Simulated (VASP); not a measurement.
Input of a VASP 6.6.1 run:

File INCAR:

```
PREC = Accurate ; ENCUT = 520
EDIFF = 1E-6 ; ISMEAR = -1
SIGMA = 0.1 ; LREAL = F
LASPH = T ; NELM = 80
ALGO = Normal ; ISIF = 2
LWAVE = F ; LCHARG = T
GGA = CA ; LELF = T
LVHAR = T ; NBANDS = 18
```

The input KPOINTS:

```
regular mesh
0
Gamma
  7 7 4
```

File POSCAR:

```
Ag
1.0
    2.8261650659      0.0000000000      0.0000000000
   -1.4130825329      2.4475307423      0.0000000000
    0.0000000000      0.0000000000      4.6217387067
Ag
2
Direct
    0.3333333333      0.6666666667      0.2500000000
    0.6666666667      0.3333333333      0.7500000000
```

Potentials or basis: VASP PAW LDA potentials, release 64 (Ag).

Command:

```sh
$ cat potpaw_LDA.64/Ag/POTCAR > POTCAR
$ mpirun -np 1 vasp_std > vasp.out
```

(1) What does it give for the pressure?

(2) Estimate the band gap on the k mesh.

## Answers

(1) 0.1 GPa.

(2) zero (band 11 reaches 11.72 eV, above the bottom of band 12 at 5.62 eV).

Caveat: the k points lie up to 0.37 Å⁻¹ apart.
